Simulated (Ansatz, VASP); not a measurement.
## Mg5CdS6 in VASP and in Ansatz

```
Mg Cd S
1.0
     3.73506    0.00000    0.00000
     0.00000    3.73506    0.00000
     0.00000    0.00000   15.86455
Mg Cd S
5 1 6
Direct
  0.00000 0.00000 0.66346
  0.50000 0.50000 0.50000
  0.00000 0.00000 0.33654
  0.50000 0.50000 0.17101
  0.50000 0.50000 0.82899
  0.00000 0.00000 0.00000
  0.00000 0.00000 0.50000
  0.50000 0.50000 0.33590
  0.00000 0.00000 0.17279
  0.50000 0.50000 0.00000
  0.00000 0.00000 0.82721
  0.50000 0.50000 0.66410
```

Alike in both runs: task single point; functional r2SCAN; k mesh 8 × 8 × 2; occupations gaussian, width 0.02 eV; no spin polarisation.

```csv
,VASP,Ansatz
version,VASP 6.6.1,Ansatz 0.2.0
potentials or method,"VASP PAW PBE potentials, release 64 (Mg, Cd, S), cutoff 520 eV","scalar-relativistic, plane waves, PAW"
valence electrons in the cell,58,106
```

|  | VASP | Ansatz | Ansatz less VASP |
| --- | --- | --- | --- |
| gap on the k mesh at the Fermi level (eV) | 1.66 | 1.67 | +0.018 |
| least direct gap on the mesh (eV) | 2.49 | 2.52 | +0.022 |
| pressure (GPa) | -1.5 | -1.3 | +0.26 |
| rms of the force components (eV/Å) | 0.005 | 0.006 | +0.0003 |

VASP's potentials were made for PBE, not for r2SCAN. Atom by atom the forces differ by 0.009 eV/Å (rms over components). The functional is the same, so the differences come from potentials, cutoffs and numerics. VASP's potentials hold 58 valence electrons a cell and Ansatz's 106, so a difference there can come from the potentials and not from the codes.
